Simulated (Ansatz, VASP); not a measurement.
# One calculation of Ga, two programs

INCAR

```
ALGO     = Fast           # electronic algorithm
EDIFF    = 1E-6           # SCF threshold, eV
ENCUT    = 520            # plane-wave cutoff, eV
GGA      = PS             # functional
ISIF     = 2              # what is computed and relaxed
ISMEAR   = -1             # smearing method
LASPH    = T              # aspherical terms in the spheres
LCHARG   = F              # write CHGCAR
LREAL    = F              # projectors in reciprocal space
LWAVE    = F              # write WAVECAR
NBANDS   = 20             # bands
NELM     = 80             # most SCF steps
PREC     = Accurate       # precision mode
SIGMA    = 0.05           # smearing width, eV
```

File KPOINTS:

```
k-points
0
Gamma
  8 8 7
```

POSCAR

```
Ga
1.0
    1.4210000000     -3.9837000000      0.0000000000
    1.4210000000      3.9837000000      0.0000000000
    0.0000000000      0.0000000000      3.1700000000
Ga
2
Direct
    0.1330000000      0.8670000000      0.7500000000
    0.8670000000      0.1330000000      0.2500000000
```

The input input.yaml:

```yaml
crystal:
  lattice:
    - [1.421, -3.9837, 0.0]
    - [1.421, 3.9837, 0.0]
    - [0.0, 0.0, 3.17]
  atoms:
    - { symbol: Ga, position: [0.133, 0.867, 0.75] }
    - { symbol: Ga, position: [0.867, 0.133, 0.25] }
hamiltonian:
  xc: pbesol
  pseudopotentials: { kind: paw }
kpoints:
  mp_grid: { grid: [8, 8, 7] }
  band_path:
    path:
      - [[0.0, 0.0, 0.0], [0.2818093587, 0.2818093587, 0.0], [0.0, 0.5, 0.0], [0.0, 0.5, 0.5], [0.2818093587, 0.2818093587, 0.5], [0.0, 0.0, 0.5], [0.0, 0.0, 0.0], [-0.5, 0.5, 0.0], [-0.2818093587, 0.7181906413, 0.0], [-0.2818093587, 0.7181906413, 0.5], [-0.5, 0.5, 0.5], [-0.5, 0.5, 0.0]]
      - [[0.0, 0.0, 0.5], [-0.5, 0.5, 0.5]]
    npoints: 14
scf:
  occupations: { method: fermi_dirac, width: 0.05 }
  n_extra_bands: 6
output:
  forces: true
  stress: true
  eigenvalues: true
  fatbands: false
```

Alike in both runs: functional PBEsol; k mesh 8 × 8 × 7; occupations fermi-dirac, width 0.05 eV; no spin polarisation.

```csv
,VASP,Ansatz
version,VASP 6.6.1,Ansatz 0.2.0
potentials or method,"VASP PAW PBE potentials, release 64 (Ga_d)",Ansatz PAW
plane-wave cutoff (eV),520,420
valence electrons in the cell,26,26
task,single point,band structure
```

```tsv
	VASP	Ansatz	Ansatz less VASP
gap on the k mesh at the Fermi level (eV)	none	none	-
pressure (GPa)	0.4	0.3	-0.05
traceless stress, the component that is largest in VASP (GPa)	1.82	1.81	-0.004
rms of the force components (eV/Å)	0.121	0.120	0.0000
```

VASP's potentials were made for PBE, not for PBEsol. Atom by atom the forces differ by 0.000 eV/Å (rms over components). A gap of «none» marks a metal or a gap that the smearing closes.
